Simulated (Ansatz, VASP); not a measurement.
# One calculation of SiO2, two programs

INCAR

```
SYSTEM = SiO2
PREC = Accurate
ENCUT = 520
EDIFF = 1E-6
ISMEAR = 0
SIGMA = 0.1
LREAL = .False.
LASPH = .True.
NELM = 60
ALGO = Normal
ISIF = 2
LWAVE = .False.
LCHARG = .True.
GGA = PE
LELF = .True.
LVHAR = .True.
NBANDS = 25
```

KPOINTS

```
Automatic mesh
0
Gamma
  4 4 6
  0 0 0
```

POSCAR

```
SiO2
1.0
    4.1039701600      0.0000000000      0.0000000000
    0.0000000000      4.1039701600      0.0000000000
    0.0000000000      0.0000000000      2.7587717400
Si O
2 4
Direct
    0.5000000000      0.0000000000      0.7476687700
    0.0000000000      0.5000000000      0.2523312300
    0.8549012600      0.3549012600      0.6256704000
    0.6450987400      0.8549012600      0.3743296000
    0.1450987400      0.6450987400      0.6256704000
    0.3549012600      0.1450987400      0.3743296000
```

Input for Ansatz:

```yaml
crystal:
  lattice:
    - [4.10397016, 0.0, 0.0]
    - [0.0, 4.10397016, 0.0]
    - [0.0, 0.0, 2.75877174]
  atoms:
    - { symbol: Si, position: [0.5, 0.0, 0.74766877] }
    - { symbol: Si, position: [0.0, 0.5, 0.25233123] }
    - { symbol: O, position: [0.85490126, 0.35490126, 0.6256704] }
    - { symbol: O, position: [0.64509874, 0.85490126, 0.3743296] }
    - { symbol: O, position: [0.14509874, 0.64509874, 0.6256704] }
    - { symbol: O, position: [0.35490126, 0.14509874, 0.3743296] }
basis:
  ecutwfc: 420
kpoints:
  mp_grid: { grid: [4, 4, 6] }
hamiltonian:
  xc: pbe
scf:
  occupations: { method: gaussian, width: 0.1 }
  lower_state_search: "off"
output:
  forces: true
  stress: true
  eigenvalues: true
```

Alike in both runs: task single point; functional PBE; k mesh 4 × 4 × 6; occupations gaussian, width 0.1 eV; no spin polarisation.

```csv
,VASP,Ansatz
version,VASP 6.6.1,Ansatz 0.2.0
potentials or method,"VASP PAW PBE potentials, release 64 (Si, O), cutoff 520 eV","scalar-relativistic, plane waves, PAW"
valence electrons in the cell,32,32
```

|  | VASP | Ansatz | Ansatz less VASP |
| --- | --- | --- | --- |
| gap on the k mesh at the Fermi level (eV) | 1.43 | 1.46 | +0.028 |
| least direct gap on the mesh (eV) | 1.46 | 1.49 | +0.030 |
| rms of the force components (eV/Å) | 19.492 | 19.947 | +0.4551 |

Atom by atom the forces differ by 0.473 eV/Å (rms over components).
